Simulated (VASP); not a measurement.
Crystal: Yb.

```
Yb
1.0
    -2.15148    2.15148    2.15148
     2.15148   -2.15148    2.15148
     2.15148    2.15148   -2.15148
Yb
1
Direct
  0.00000 0.00000 0.00000
```

This isn't the form of Yb at room conditions, which is fcc.

Base run:

* Program: VASP 6.6.1
* Functional: r2SCAN
* Potentials or basis: VASP PAW PBE potentials, release 64 (Yb)
* Cutoff: 520 eV
* k mesh: 9 × 9 × 9
* Occupations: fermi-dirac, width 0.05 eV
* Spin: collinear spin, ferromagnetic start
* Starting moments: [1.0] μB

Its results: band gap on the k mesh zero (filled and empty bands overlap); pressure -2.6 GPa; net moment 0.00 μB per cell.

Question: The run is repeated on the same cell with these changes: functional from r2SCAN to LDA. What comes out?

Answer: Band gap on the k mesh zero (filled and empty bands overlap); pressure -3.7 GPa; net moment 0.00 μB per cell.

Caveats: the PAW data sets were made with another functional, which shifts forces and pressure a little; spin-orbit coupling is left out, which moves the levels of the heavy elements; the cell stands under tension (at least some runs).
